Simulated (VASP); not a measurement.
# KTaO3 (Pm-3m) in VASP: notebook

KTaO3 is run at these levels: PBE; tasks: single point.

Program: VASP 6.6.1. These are calculated values, not measurements. Logs are shortened: lines on timing, memory, paths and dates and some standing lists are left out, and cuts for length are marked.

## (1) The cell of the first run

Symmetry: Pm-3m, No. 221, cubic system. The conventional cell has a = 3.988 Å, b = 3.988 Å, c = 3.988 Å, α = 90.00°, β = 90.00°, γ = 90.00°. K (site symmetry m-3m) has 12 O at 2.82 Å and 8 Ta at 3.45 Å within 3.7 Å. Within 2.6 Å of Ta (site symmetry m-3m) lie 6 O at 1.99 Å. Within 2.6 Å of O (site symmetry 4/mmm) lie 2 Ta at 1.99 Å.

## (2) Single point, PBE

Input file INCAR:

```
SYSTEM = KTaO3
ALGO     = Normal         ! electronic algorithm
EDIFF    = 1E-6           ! SCF threshold, eV
ENCUT    = 520            ! plane-wave cutoff, eV
GGA      = PE             ! functional
ISIF     = 2              ! what is computed and relaxed
ISMEAR   = 0              ! smearing method
LASPH    = .TRUE.         ! aspherical terms in the spheres
LCHARG   = .TRUE.         ! write CHGCAR
LELF     = .TRUE.         ! ELF
LREAL    = .FALSE.        ! projectors in reciprocal space
LVHAR    = .TRUE.       
LWAVE    = .FALSE.        ! write WAVECAR
NBANDS   = 27             ! bands
NELM     = 80             ! most SCF steps
PREC     = Accurate       ! precision mode
SIGMA    = 0.05           ! smearing width, eV
```

Input file KPOINTS:

```
k-points
0
G
  8 8 8
  0 0 0
```

Input file POSCAR:

```
KTaO3
1.0
    3.9883000000      0.0000000000      0.0000000000
    0.0000000000      3.9883000000      0.0000000000
    0.0000000000      0.0000000000      3.9883000000
K Ta O
1 1 3
Direct
    0.5000000000      0.5000000000      0.5000000000
    0.0000000000      0.0000000000      0.0000000000
    0.5000000000      0.0000000000      0.0000000000
    0.0000000000      0.5000000000      0.0000000000
    0.0000000000      0.0000000000      0.5000000000
```

Potentials or basis: VASP PAW PBE potentials, release 64 (K_sv, Ta_pv, O).

Command:

```bash
$ cat potpaw_PBE.64/K_sv/POTCAR potpaw_PBE.64/Ta_pv/POTCAR potpaw_PBE.64/O/POTCAR > POTCAR
$ mpirun -np 1 vasp_std > vasp.out
```

OUTCAR:

```text
SYSTEM = KTaO3
   EDIFF = 1E-6
   ENCUT = 520
   GGA = PE
   ISIF = 2
   ISMEAR = 0
   LASPH = .TRUE.
   LREAL = .FALSE.
   NELM = 80
   PREC = Accurate

 ion  position               nearest neighbor table
   1  0.500  0.500  0.500-   3 2.82   4 2.82   5 2.82   3 2.82   4 2.82   3 2.82   5 2.82   3 2.82
                             4 2.82   5 2.82   4 2.82   5 2.82   2 3.45   2 3.45   2 3.45   2 3.45
   2  0.000  0.000  0.000-   3 1.99   4 1.99   5 1.99   5 1.99   4 1.99   3 1.99   1 3.45   1 3.45
                             1 3.45   1 3.45   1 3.45   1 3.45   1 3.45   1 3.45
   3  0.500  0.000  0.000-   2 1.99   2 1.99   1 2.82   1 2.82   1 2.82   1 2.82
   4  0.000  0.500  0.000-   2 1.99   2 1.99   1 2.82   1 2.82   1 2.82   1 2.82
   5  0.000  0.000  0.500-   2 1.99   2 1.99   1 2.82   1 2.82   1 2.82   1 2.82

  LATTYP: Found a simple cubic cell.
 ALAT       =     3.9883000000

  Lattice vectors:

 A1 = (   3.9883000000,   0.0000000000,   0.0000000000)
 A2 = (   0.0000000000,   3.9883000000,   0.0000000000)
 A3 = (   0.0000000000,   0.0000000000,   3.9883000000)

Analysis of symmetry for initial positions (statically):
=====================================================================
 Subroutine PRICEL returns:
 Original cell was already a primitive cell.

 Routine SETGRP: Setting up the symmetry group for a
 simple cubic supercell.

 Subroutine GETGRP returns: Found 48 space group operations
 (whereof 48 operations were pure point group operations)
 out of a pool of 48 trial point group operations.

The static configuration has the point symmetry O_h .

Analysis of symmetry for dynamics (positions and initial velocities):
=====================================================================
 Subroutine PRICEL returns:
 Original cell was already a primitive cell.

 Routine SETGRP: Setting up the symmetry group for a
 simple cubic supercell.

 Subroutine GETGRP returns: Found 48 space group operations
 (whereof 48 operations were pure point group operations)
 out of a pool of 48 trial point group operations.

The dynamic configuration has the point symmetry O_h .

 Subroutine INISYM returns: Found 48 space group operations
 (whereof 48 operations are pure point group operations),
 and found     1 'primitive' translations

----------------------------------------------------------------------------------------

                                     Primitive cell

  volume of cell :      63.4400

  direct lattice vectors                    reciprocal lattice vectors
     3.988300000  0.000000000  0.000000000     0.250733395  0.000000000  0.000000000
     0.000000000  3.988300000  0.000000000     0.000000000  0.250733395  0.000000000
     0.000000000  0.000000000  3.988300000     0.000000000  0.000000000  0.250733395

  length of vectors
     3.988300000  3.988300000  3.988300000     0.250733395  0.250733395  0.250733395

  position of ions in fractional coordinates (direct lattice)
     0.500000000  0.500000000  0.500000000
     0.000000000  0.000000000  0.000000000
     0.500000000  0.000000000  0.000000000
     0.000000000  0.500000000  0.000000000
     0.000000000  0.000000000  0.500000000

  ion indices of the primitive-cell ions
   primitive index   ion index
                 1           1
                 2           2
                 3           3
                 4           4
                 5           5

----------------------------------------------------------------------------------------

 KPOINTS: k-points

Automatic generation of k-mesh.
 Grid dimensions read from file:
 generate k-points for:    8    8    8

 Generating k-lattice:

  Cartesian coordinates                     Fractional coordinates (reciprocal lattice)
     0.031341674  0.000000000  0.000000000     0.125000000  0.000000000  0.000000000
     0.000000000  0.031341674  0.000000000     0.000000000  0.125000000  0.000000000
     0.000000000  0.000000000  0.031341674     0.000000000  0.000000000  0.125000000

  Length of vectors
     0.031341674  0.031341674  0.031341674

  Shift w.r.t. Gamma in fractional coordinates (k-lattice)
     0.000000000  0.000000000  0.000000000

 Subroutine IBZKPT returns following result:
 ===========================================

 Found     35 irreducible k-points:

 Following reciprocal coordinates:
            Coordinates               Weight
  0.000000  0.000000  0.000000      1.000000
  0.125000  0.000000  0.000000      6.000000
  0.250000  0.000000  0.000000      6.000000
  0.375000  0.000000  0.000000      6.000000
  0.500000  0.000000  0.000000      3.000000
  0.125000  0.125000  0.000000     12.000000
[... 16 lines left out ...]
  0.375000  0.375000  0.125000     24.000000
  0.500000  0.375000  0.125000     24.000000
 [... further k-points ...]
   k-points           NKPTS =     35   k-points in BZ     NKDIM =     35   number of bands    NBANDS=     27
   number of dos      NEDOS =    301   number of ions     NIONS =      5
   total plane-waves  NPLWV =  27000
   dimension x,y,z NGX =    30 NGY =   30 NGZ =   30
   dimension x,y,z NGXF=    60 NGYF=   60 NGZF=   60
   ions per type =               1   1   3
   NGX,Y,Z   is equivalent  to a cutoff of  12.51, 12.51, 12.51 a.u.
   NGXF,Y,Z  is equivalent  to a cutoff of  25.01, 25.01, 25.01 a.u.
 SYSTEM =  KTaO3
   PREC   = accura    normal or accurate (medium, high low for compatibility)
   ISTART =      0    job   : 0-new  1-cont  2-samecut
   ICHARG =      2    charge: 1-file 2-atom 10-const
   ISPIN  =      1    spin polarized calculation?
   LNONCOLLINEAR =      F non collinear calculations
   LSORBIT =      F    spin-orbit coupling
   LASPH  =      T    aspherical Exc in radial PAW
   ENCUT  =  520.0 eV  38.22 Ry    6.18 a.u.   7.42  7.42  7.42*2*pi/ulx,y,z
   NELM   =     80;   NELMIN=  2; NELMDL= -5     # of ELM steps
   EDIFF  = 0.1E-05   stopping-criterion for ELM
   LREAL  =      F    real-space projection
   EDIFFG = 0.1E-04   stopping-criterion for IOM
   NSW    =      0    number of steps for IOM
   IBRION =     -1    ionic relax: 0-MD 1-quasi-New 2-CG
   NFREE  =      0    steps in history (QN), initial steepest desc. (CG)
   ISIF   =      2    stress and relaxation
   ISYM   =      2    0-nonsym 1-usesym 2-fastsym
   POTIM  = 0.5000    time-step for ionic-motion
   TEBEG  =    0.0;   TEEND  =   0.0 temperature during run
   PSTRESS=    0.0 pullay stress
   NELECT =      38.0000    total number of electrons
   NUPDOWN=      -1.0000    fix difference up-down
   EMIN   =  10.00;   EMAX   =-10.00  energy-range for DOS
   EFERMI =   0.00;   METHOD = LEGACY
   ISMEAR =     0;   SIGMA  =   0.05  broadening in eV -4-tet -1-fermi 0-gaus
   EFERMI_NEDOS =   21; number of points for ismear=-14 and -15
   IALGO  =     38    algorithm
   IMIX   =      4    mixing-type and parameters
     AMIX     =   0.40;   BMIX     =  1.00
     AMIX_MAG =   1.60;   BMIX_MAG =  1.00
  volume/ion in A,a.u.               =      12.69        85.62
  Fermi-wavevector in a.u.,A,eV,Ry     =   1.380008  2.607837 25.911228  1.904422
  Thomas-Fermi vector in A             =   2.504925
   LORBIT       =      0    0 simple, 1 ext, 2 COOP (PROOUT), +10 PAW based schemes
   GGA     = PE    functional components
   LHFCALC =     F    Hartree Fock is set to
   AEXX    =    0.0000 exact exchange contribution
   IVDW    =     0    specifies the selected vdW correction
   LEPSILON=     F    determine dielectric tensor
   LRPA    =     F    only Hartree local field effects (RPA)
 non-spin polarized calculation
 Gauss-broadening in eV      SIGMA  =   0.05
  energy-cutoff  :      520.00
  volume of cell :       63.44
 maximum number of plane-waves:      1743
 NGX is ok and might be reduce to    30
   NGX = 15   NGY = 15   NGZ = 15

 number of electron      37.9999976 magnetization

 Free energy of the ion-electron system (eV)
  ---------------------------------------------------
  ext. energy  EPLUGINS =         0.00000000
  ---------------------------------------------------
  free energy    TOTEN  =       -41.02999127 eV

  energy without entropy =      -41.02999127  energy(sigma->0) =      -41.02999127

 E-fermi :   2.0394     XC(G=0): -10.8739

 val. band max:        1.8023457640   @ k =   0.5000   0.5000   0.5000
 cond. band min:       3.9780660767   @ k =   0.0000   0.0000   0.0000
 fundamental gap:      2.1757203127
 Fermi energy:         2.0393570722

 k-point     1 :       0.0000    0.0000    0.0000
  band No.  band energies     occupation
      1     -32.3215      2.00000
      2     -32.3215      2.00000
      3     -32.3215      2.00000
      4     -25.5207      2.00000
      5     -15.7495      2.00000
      6     -15.0431      2.00000
[... 19 lines left out ...]
     26       9.8656      0.00000
     27       9.8656      0.00000

 k-point     2 :       0.1250    0.0000    0.0000
  band No.  band energies     occupation
      1     -32.3349      2.00000
      2     -32.3210      2.00000
      3     -32.3210      2.00000
      4     -25.5166      2.00000
      5     -15.7038      2.00000
      6     -15.0395      2.00000
[... 19 lines left out ...]
     26      10.0632      0.00000
     27      10.0965      0.00000

 k-point     3 :       0.2500    0.0000    0.0000
  band No.  band energies     occupation
      1     -32.3672      2.00000
      2     -32.3197      2.00000
      3     -32.3197      2.00000
      4     -25.5068      2.00000
      5     -15.6487      2.00000
      6     -15.0313      2.00000
[... 594 lines left out ...]
      1     -32.3949      2.00000
      2     -32.3945      2.00000
      3     -32.3288      2.00000
      4     -25.4809      2.00000
      5     -15.1791      2.00000
      6     -14.3761      2.00000
[... 19 lines left out ...]
     26      12.4280      0.00000
     27      12.5771      0.00000

 k-point    24 :       0.5000    0.3750    0.1250
  band No.  band energies     occupation
      1     -32.4076      2.00000
      2     -32.3940      2.00000
      3     -32.3283      2.00000
      4     -25.4786      2.00000
      5     -15.1553      2.00000
      6     -14.3554      2.00000
[... 19 lines left out ...]
     26      12.5491      0.00000
     27      12.6158      0.00000

 [... further k-points ...]

------------------------ aborting loop because EDIFF is reached ----------------------------------------

  FORCE on cell =-STRESS in cart. coord.  units (eV):
  Direction    XX          YY          ZZ          XY          YZ          ZX
  --------------------------------------------------------------------------------------
  -------------------------------------------------------------------------------------
  Total        2.4074635      2.4074635      2.4074635      0.0000000      0.0000000      0.0000000
  in kB       60.8004557     60.8004557     60.8004557      0.0000000      0.0000000      0.0000000
  external PRESSURE =      60.8004557 kB  Pullay stress =       0.0000000 kB

 VOLUME and BASIS-vectors are now :
 -----------------------------------------------------------------------------
  energy-cutoff  :      520.00
  volume of cell :       63.44
      direct lattice vectors                 reciprocal lattice vectors
     3.988300000  0.000000000  0.000000000     0.250733395  0.000000000  0.000000000
     0.000000000  3.988300000  0.000000000     0.000000000  0.250733395  0.000000000
     0.000000000  0.000000000  3.988300000     0.000000000  0.000000000  0.250733395

 POSITION                                       TOTAL-FORCE (eV/Angst)
 -----------------------------------------------------------------------------------
      1.99415      1.99415      1.99415         0.000000      0.000000      0.000000
      0.00000      0.00000      0.00000         0.000000      0.000000      0.000000
      1.99415      0.00000      0.00000         0.000000      0.000000      0.000000
      0.00000      1.99415      0.00000         0.000000      0.000000      0.000000
      0.00000      0.00000      1.99415         0.000000      0.000000      0.000000
 -----------------------------------------------------------------------------------
    total drift:                                0.000000     -0.000000      0.000000

  FREE ENERGIE OF THE ION-ELECTRON SYSTEM (eV)
  ---------------------------------------------------
  free  energy   TOTEN  =       -41.0299912718 eV

  energy  without entropy=      -41.0299912718  energy(sigma->0) =      -41.02999127
```

It took 80 s on 1 thread of Intel Xeon 8259CL, shared host; peak memory 0.21 GiB.

Results:

| Property | Result |
| --- | --- |
| Free energy | -41.0300 eV |
| Pressure | 6.1 GPa |
| Band gap on the k mesh | 2.18 eV, indirect (least direct gap 2.80 eV) |

Caveat: spin-orbit coupling is left out, which moves the levels of the heavy elements.

## (3) Single point, PBE

Input file INCAR:

```
PREC = Accurate
ENCUT = 520
EDIFF = 1E-7
ISMEAR = 0
SIGMA = 0.05
LREAL = False
LASPH = True
NELM = 80
ALGO = Normal
ISIF = 2
LWAVE = False
LCHARG = False
GGA = PE
NBANDS = 27
```

Input file KPOINTS:

```
regular mesh
0
Gamma
  8 8 8
```

POSCAR is that of step 2.

Potentials or basis: VASP PAW PBE potentials, release 64 (K_sv, Ta_pv, O).

Command:

```bash
$ cat potpaw_PBE.64/K_sv/POTCAR potpaw_PBE.64/Ta_pv/POTCAR potpaw_PBE.64/O/POTCAR > POTCAR
$ mpirun -np 1 vasp_std > vasp.out
```

Run time: 86 s. Hardware: 1 thread of Intel Xeon 8259CL, shared host; peak memory 0.21 GiB.

It converged, with:

| Item | Value |
| --- | --- |
| Free energy | -41.0300 eV |
| Pressure | 6.1 GPa |
| Band gap on the k mesh | 2.18 eV, indirect (least direct gap 2.80 eV) |

Levels at points of the mesh, in eV from the valence-band top:
```tsv
k point	band 15	band 16	band 17	band 18	band 19	band 20	band 21	band 22	band 23	band 24
(0.00, 0.00, 0.00)	-1.06	-1.06	-0.62	-0.62	-0.62	2.18	2.18	2.18	6.63	6.76
(0.50, 0.00, 0.00)	-2.32	-2.13	-1.51	-0.85	-0.85	2.33	5.02	5.02	6.80	8.48
(0.50, 0.50, 0.00)	-2.83	-1.65	-1.43	-1.43	-0.04	5.06	5.06	6.34	7.67	10.09
(0.50, 0.50, 0.50)	-3.91	-3.91	0.00	0.00	0.00	6.48	6.48	6.48	8.91	8.91
```

Caveat: spin-orbit coupling is left out, which moves the levels of the heavy elements.
